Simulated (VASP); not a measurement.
Here is a VASP 6.6.1 calculation.

The input INCAR:

```
SYSTEM = SrTe
PREC = Accurate
ENCUT = 500
EDIFF = 1E-6
ISMEAR = 0
SIGMA = 0.02
LREAL = .FALSE.
LASPH = .TRUE.
NELM = 120
ALGO = Normal
ISIF = 2
LWAVE = .FALSE.
LCHARG = .FALSE.
NBANDS = 15
GGA_COMPAT = .FALSE.
```

KPOINTS

```
Automatic mesh
0
G
  8 8 8
  0 0 0
```

Contents of POSCAR:

```
SrTe
1.0
    0.0000000000      3.2635326192      3.2635326192
    3.2635326192      0.0000000000      3.2635326192
    3.2635326192      3.2635326192      0.0000000000
Sr Te
1 1
Direct
    0.0000000000      0.0000000000      0.0000000000
    0.5000000000      0.5000000000      0.5000000000
```

Potentials or basis: VASP PAW LDA potentials, release 64 (Sr_sv, Te).

The run is started by

```bash
$ cat potpaw_LDA.64/Sr_sv/POTCAR potpaw_LDA.64/Te/POTCAR > POTCAR
$ mpirun -np 1 vasp_std > vasp.out
```

(1) Predict the band gap on the k mesh.

(2) Predict the pressure.

## Answers

(1) 1.40 eV (least direct gap 2.19 eV).

(2) 0.2 GPa.

Caveat: spin-orbit coupling is left out, which moves the levels of the heavy elements.
